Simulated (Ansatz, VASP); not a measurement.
# One calculation of GaN, two programs

The input INCAR:

```
SYSTEM = GaN
ALGO = Normal ; EDIFF = 1E-6
ENCUT = 600 ; GGA = PS
GGA_COMPAT = .False. ; ISIF = 2
ISMEAR = 1 ; LASPH = .True.
LCHARG = .True. ; LELF = .True.
LREAL = .False. ; LVHAR = .True.
LWAVE = .False. ; NBANDS = 26
NELM = 120 ; PREC = Accurate
SIGMA = 0.05
```

File KPOINTS:

```
k-points
0
Gamma
  6 6 4
  0 0 0
```

File POSCAR:

```
GaN
1.0
    3.3000346668      0.0000000000      0.0000000000
   -1.6500173334      2.8579138548      0.0000000000
    0.0000000000      0.0000000000      4.7558752377
Ga N
2 2
Direct
    0.3333333333      0.6666666667      0.2500000000
    0.6666666667      0.3333333333      0.7500000000
    0.6666666667      0.3333333333      0.2500000000
    0.3333333333      0.6666666667      0.7500000000
```

Input for Ansatz:

```yaml
crystal:
  lattice:
    - [3.3000346668, 0.0, 0.0]
    - [-1.6500173334, 2.8579138548, 0.0]
    - [0.0, 0.0, 4.7558752377]
  atoms:
    - { symbol: Ga, position: [0.3333333333, 0.6666666667, 0.25] }
    - { symbol: Ga, position: [0.6666666667, 0.3333333333, 0.75] }
    - { symbol: "N", position: [0.6666666667, 0.3333333333, 0.25] }
    - { symbol: "N", position: [0.3333333333, 0.6666666667, 0.75] }
kpoints:
  mp_grid: { grid: [6, 6, 4] }
hamiltonian:
  xc: pbesol
scf:
  occupations: { method: cold, width: 0.05 }
  n_extra_bands: 5
output:
  forces: true
  stress: true
  eigenvalues: true
```

Alike in both runs: task single point; functional PBEsol; k mesh 6 × 6 × 4; no spin polarisation.

```csv
,VASP,Ansatz
version,VASP 6.6.1,Ansatz 0.2.0
potentials or method,"VASP PAW PBE potentials, release 64 (Ga_d, N)",plane waves
plane-wave cutoff (eV),600,420
occupations,"methfessel-paxton of order 1, width 0.05 eV","cold, width 0.05 eV"
valence electrons in the cell,36,36
```

Ansatz gave:

```
gap on the k mesh at the Fermi level (eV)                     : 1.40
pressure (GPa)                                                : 0.1
traceless stress, the component that is largest in VASP (GPa) : -0.66
```

Which values does VASP return?

gap on the k mesh at the Fermi level (eV): 1.41; pressure (GPa): -0.3; traceless stress, the component that is largest in VASP (GPa): -0.13.

VASP's potentials were made for PBE, not for PBEsol.
